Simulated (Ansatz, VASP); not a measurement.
**Two plane-wave programs on Cr**

File INCAR:

```
SYSTEM = Cr
ALGO = Normal
EDIFF = 1E-6
ENCUT = 700
GGA = PE
GGA_COMPAT = .False.
ISIF = 2
ISMEAR = -1
ISPIN = 2
LASPH = .True.
LCHARG = .False.
LMAXMIX = 4
LORBIT = 11
LREAL = .False.
LWAVE = .False.
MAGMOM = 0.8
NBANDS = 17
NELM = 200
NUPDOWN = 0.8
PREC = Accurate
SIGMA = 0.05
```

KPOINTS

```
k-points
0
Gamma
  10 10 10
  0 0 0
```

File POSCAR:

```
Cr
1.0
   -0.0174283700      1.8156326700      1.8106573700
    1.8310089900     -0.0170405700      1.8102695700
    1.8558983200      1.8401342100     -0.0419299100
Cr
1
Direct
    0.0000000000      0.0000000000      0.0000000000
```

The input input.yaml:

```yaml
crystal:
  lattice:
    - [-0.01742837, 1.81563267, 1.81065737]
    - [1.83100899, -0.01704057, 1.81026957]
    - [1.85589832, 1.84013421, -0.04192991]
  atoms:
    - { symbol: Cr, position: [0.0, 0.0, 0.0], spin: 0.8 }
hamiltonian:
  xc: pbe
  pseudopotentials: { kind: paw }
magnetization:
  spin_polarized: true
  initial_magnetization: 0.8
  spin_locking: { lock_magnetization: hard }
kpoints:
  mp_grid: { grid: [10, 10, 10] }
scf:
  occupations: { method: fermi_dirac, width: 0.05 }
  lower_state_search: "off"
output:
  forces: true
  stress: true
  eigenvalues: true
  write_density: true
  write_potential: true
  elf: true
  volumetric_format: npy
```

Alike in both runs: task single point; functional PBE; k mesh 10 × 10 × 10; occupations fermi-dirac, width 0.05 eV; collinear spin; fixed moment 0.8 μB.

```csv
,VASP,Ansatz
version,VASP 6.6.1,Ansatz 0.2.0
potentials or method,"VASP PAW PBE potentials, release 64 (Cr_sv)",Ansatz PAW
plane-wave cutoff (eV),700,420
valence electrons in the cell,14,14
```

|  | VASP | Ansatz | Ansatz less VASP |
| --- | --- | --- | --- |
| pressure (GPa) | -8.1 | -7.3 | +0.82 |
| traceless stress, the component that is largest in VASP (GPa) | 0.85 | 0.87 | +0.021 |
| net moment per atom (μB) | 0.80 | 0.80 | 0.000 |
| size of the moment on the site where the two differ most (μB) | 0.67 | 0.72 | +0.048 |

Site moments also hang on the region over which each program counts them.
